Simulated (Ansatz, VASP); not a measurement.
## NbIn2Se3 in VASP and in Ansatz

```
Nb In Se
1.0
     3.65142   -0.00150    0.00184
    -1.82702    3.16368   -0.00067
     0.01966    0.00292   25.77959
Nb In Se
2 4 6
Direct
  0.00119 0.99591 0.99982
  0.00343 0.00306 0.50016
  0.66203 0.33252 0.32726
  0.66652 0.33548 0.82666
  0.66249 0.33201 0.17332
  0.66721 0.33579 0.67282
  0.33721 0.66971 0.43768
  0.33499 0.66256 0.93729
  0.33390 0.66238 0.06232
  0.33616 0.66961 0.56265
  0.99518 0.99882 0.25036
  0.99968 0.00215 0.74967
```

Change from the starting cell: cell x2, atoms moved at random (sigma 0.05 Å) and cell strained at random (1.5 %), then relaxed without symmetry.

Alike in both runs: functional PBE; k mesh 6 × 6 × 1; occupations gaussian, width 0.2 eV; no spin polarisation.

Ansatz relaxed the structure, and its values are those at the end. VASP's run is a single point on that final structure, the one shown.

```csv
,VASP,Ansatz
version,VASP 6.6.1,Ansatz 0.2.0
potentials or method,"VASP PAW PBE potentials, release 64 (Nb_sv, In_d, Se), cutoff 520 eV","scalar-relativistic, plane waves, PAW"
valence electrons in the cell,114,174
```

```tsv
	VASP	Ansatz	Ansatz less VASP
gap on the k mesh at the Fermi level (eV)	none	none	-
pressure (GPa)	0.0	0.0	+0.02
rms of the force components (eV/Å)	0.002	0.003	+0.0011
```

A gap of «none» marks a metal or a gap that the smearing closes. VASP's potentials hold 114 valence electrons a cell and Ansatz's 174, so a difference there can come from the potentials and not from the codes.
